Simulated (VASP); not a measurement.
Runs of VASP 6.6.1 on PtSe2. The structure is that of space group P-3m1 (No. 164), or close to it. The cells are those of the table. 

| cell | gap on the mesh (eV) | pressure (GPa) | largest force (eV/Å) |
| --- | --- | --- | --- |
| a = 3.583, b = 3.710, c = 6.527 Å, angles 90.0, 90.0, 118.9°, 3 atoms | 0.84 | 5.3 | 0.69 |
| a = 3.695, b = 3.738, c = 6.527 Å, angles 90.0, 90.0, 119.6°, 3 atoms | 0.89 | (a) | 0.20 |
| a = 3.639, b = 3.724, c = 6.527 Å, angles 90.0, 90.0, 119.3°, 3 atoms | 0.87 | (d) | 0.43 |
| a = 3.808, b = 3.766, c = 6.527 Å, angles 90.0, 90.0, 120.4°, 3 atoms | (c) | -1.5 | (b) |

Alike in all rows: task single point; level PBE; potentials or basis VASP PAW PBE potentials, release 64 (Pt, Se); no spin polarisation; k mesh 12 × 12 × 4; cutoff (eV) 520; smearing gaussian 0.05 eV.

Question: Estimate the missing entries.

Answer: (a) 1.5; (b) 0.18; (c) 0.82; (d) 3.3.

Caveats: spin-orbit coupling is left out, which moves the levels of the heavy elements; this functional lacks dispersion, which binds the layers, so the pressure and a relaxed spacing across them are unreliable.

A k mesh can miss the band edges, and the runs leave out spin-orbit coupling on Pt, Se.
